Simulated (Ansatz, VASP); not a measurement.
## One calculation of CdF2, two programs

INCAR

```
  ALGO = Normal
  EDIFF = 1E-7
  ENCUT = 520
  GGA = PS
  ISIF = 2
  ISMEAR = 0
  LASPH = True
  LCHARG = True
  LELF = True
  LREAL = False
  LVHAR = True
  LWAVE = False
  NBANDS = 20
  NELM = 100
  PREC = Accurate
  SIGMA = 0.05
```

Contents of KPOINTS:

```
k-points
0
Gamma
  8 8 8
```

File POSCAR:

```
CdF2
1.0
    0.0000000000      2.8714185186      2.6503192926
    2.8714185186      0.0000000000      2.6503192926
    2.8714185186      2.8714185186      0.0000000000
Cd F
1 2
Direct
    0.0000000000      0.0000000000      0.0000000000
    0.2500000000      0.2500000000      0.2500000000
    0.7500000000      0.7500000000      0.7500000000
```

Input for Ansatz:

```yaml
crystal:
  lattice:
    - [0.0, 2.8714185186, 2.6503192926]
    - [2.8714185186, 0.0, 2.6503192926]
    - [2.8714185186, 2.8714185186, 0.0]
  atoms:
    - { symbol: Cd, position: [0.0, 0.0, 0.0] }
    - { symbol: F, position: [0.25, 0.25, 0.25] }
    - { symbol: F, position: [0.75, 0.75, 0.75] }
basis:
  ecutwfc: 520.0
kpoints:
  mp_grid: { grid: [8, 8, 8] }
hamiltonian:
  xc: pbesol
scf:
  occupations: { method: gaussian, width: 0.05 }
output:
  forces: true
  stress: true
  eigenvalues: true
```

Alike in both runs: task single point; functional PBEsol; k mesh 8 × 8 × 8; occupations gaussian, width 0.05 eV; no spin polarisation.

|  | VASP | Ansatz |
| --- | --- | --- |
| version | VASP 6.6.1 | Ansatz 0.2.0 |
| potentials or method | VASP PAW PBE potentials, release 64 (Cd, F), cutoff 520 eV | scalar-relativistic, plane waves, PAW |
| valence electrons in the cell | 26 | 34 |

Ansatz gave:

```
gap on the k mesh at the Fermi level (eV)                     : 2.34
least direct gap on the mesh (eV)                             : 2.81
pressure (GPa)                                                : -9.3
traceless stress, the component that is largest in VASP (GPa) : 5.49
```

Question: Estimate VASP's values.

Answer: gap on the k mesh at the Fermi level (eV): 2.31; least direct gap on the mesh (eV): 2.78; pressure (GPa): -9.0; traceless stress, the component that is largest in VASP (GPa): 5.43.

VASP's potentials were made for PBE, not for PBEsol. VASP's potentials hold 26 valence electrons a cell and Ansatz's 34, so a difference there can come from the potentials and not from the codes.
